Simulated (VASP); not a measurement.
Write the native input for VASP 6.6.1 that does the following.

| Property | Result |
| --- | --- |
| Task | relaxation of cell and atoms |
| Functional | PBE |
| Potentials or basis | VASP PAW PBE potentials, release 64 (Zr_sv) |
| Cutoff | 600 eV |
| k mesh | 15 × 15 × 8 |
| Occupations | fermi-dirac, width 0.15 eV |
| Spin | no spin polarisation |
| Dipole correction | no |
| Further INCAR settings | ALGO = Fast; EDIFF = 1e-06; IBRION = 2; EDIFFG = -0.001; NSW = 80; ISIF = 3 |

The structure of Zr lies in POSCAR:

```
Zr
1.0
    3.2327898565      0.0000000000      0.0000000000
   -1.6163949283      2.7996781408      0.0000000000
    0.0000000000      0.0000000000      5.1691199290
Zr
2
Direct
    0.3333333333      0.6666666667      0.2500000000
    0.6666666667      0.3333333333      0.7500000000
```

One way to write it, as run:

INCAR

```
SYSTEM = Zr
PREC     = Accurate       ! precision mode
ENCUT    = 600            ! plane-wave cutoff, eV
EDIFF    = 1E-6           ! SCF threshold, eV
ISMEAR   = -1             ! smearing method
SIGMA    = 0.15           ! smearing width, eV
LREAL    = .FALSE.        ! projectors in reciprocal space
LASPH    = .TRUE.         ! aspherical terms in the spheres
NELM     = 80             ! most SCF steps
ALGO     = Fast           ! electronic algorithm
ISIF     = 3              ! what is computed and relaxed
LWAVE    = .FALSE.        ! write WAVECAR
LCHARG   = .FALSE.        ! write CHGCAR
GGA      = PE             ! functional
IBRION   = 2              ! ionic algorithm
NSW      = 80             ! ionic steps
EDIFFG   = -0.001         ! ionic threshold
```

KPOINTS

```
regular mesh
0
G
  15 15 8
  0 0 0
```

Potentials or basis: VASP PAW PBE potentials, release 64 (Zr_sv).

Run with:

```console
$ cat potpaw_PBE.64/Zr_sv/POTCAR > POTCAR
$ mpirun -np 1 vasp_std > vasp.out
```

It gave:

| Property | Result |
| --- | --- |
| Relaxed volume | 23.44 Å³/atom |
| Relaxed cell | a = 3.229 Å, b = 3.229 Å, c = 5.192 Å, α = 90.00°, β = 90.00°, γ = 120.00° |
| Space group after relaxing (to 0.1 Å) | P6_3/mmc (No. 194) |
| Energy gained by relaxing | 0.2 meV/atom |
| Ionic steps | 26 |
| Pressure after relaxing | 0.0 GPa |
| Band gap on the k mesh | zero (bands 12 and 13 overlap by 1.19 eV) |

Wall time 9.7 min on 1 thread of AMD EPYC 9R45 (Zen 5) (shared host), peak memory 0.23 GiB.
